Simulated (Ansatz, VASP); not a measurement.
**Two plane-wave programs on Sc2AlF3**

```xyz
6
Lattice="3.0571 0.0000 0.0000 0.0000 3.0571 0.0000 0.0000 0.0000 10.0444" Properties=species:S:1:pos:R:3 pbc="T T T"
Sc    1.5286    1.5286    7.9288
Sc    1.5286    1.5286    2.1156
Al    1.5286    1.5286    5.0222
F     0.0000    0.0000    0.0000
F     0.0000    0.0000    7.7091
F     0.0000    0.0000    2.3353
```

Change from the starting cell: species swapped into the MgSc3Ru2 type (P4/mmm, No. 123).

Alike in both runs: functional PBE; k mesh 12 × 12 × 4; occupations gaussian, width 0.1 eV; no spin polarisation.

Ansatz relaxed the structure, and its values are those at the end. VASP's run is a single point on that final structure, the one shown.

|  | VASP | Ansatz |
| --- | --- | --- |
| version | VASP 6.6.1 | Ansatz 0.2.0 |
| potentials or method | VASP PAW PBE potentials, release 64 (Sc_sv, Al, F), cutoff 520 eV | scalar-relativistic, plane waves, PAW |
| valence electrons in the cell | 46 | 46 |

|  | VASP | Ansatz | Ansatz less VASP |
| --- | --- | --- | --- |
| gap on the k mesh at the Fermi level (eV) | none | none | - |
| pressure (GPa) | 0.2 | 0.0 | -0.18 |
| rms of the force components (eV/Å) | 0.006 | 0.001 | -0.0053 |

A gap of «none» marks a metal or a gap that the smearing closes.
